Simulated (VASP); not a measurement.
A run of VASP 6.6.1:

File INCAR:

```
SYSTEM = Os
PREC = Accurate ; ENCUT = 600
EDIFF = 1E-6 ; ISMEAR = -1
SIGMA = 0.1 ; LREAL = .FALSE.
LASPH = .TRUE. ; NELM = 120
ALGO = Normal ; ISIF = 2
LWAVE = .FALSE. ; LCHARG = .FALSE.
GGA = CA ; NBANDS = 15
GGA_COMPAT = .FALSE.
```

The input KPOINTS:

```
Automatic mesh
0
G
  7 7 4
  0 0 0
```

The input POSCAR:

```
Os
1.0
    2.7175367071      0.0000000000      0.0000000000
   -1.3587683535      2.3534558240      0.0000000000
    0.0000000000      0.0000000000      4.2935310755
Os
2
Direct
    0.3333333333      0.6666666667      0.2500000000
    0.6666666667      0.3333333333      0.7500000000
```

Potentials or basis: VASP PAW LDA potentials, release 64 (Os).

Command:

```console
$ cat potpaw_LDA.64/Os/POTCAR > POTCAR
$ mpirun -np 1 vasp_std > vasp.out
```

Hardware: 1 thread of Intel Xeon 8259CL (shared host).

Question: How long does it take, and how much memory?

Answer: Wall time 13 s on 1 thread of Intel Xeon 8259CL, on a shared host, peak memory 0.14 GiB. Counts: scf iterations 12, k points 24.
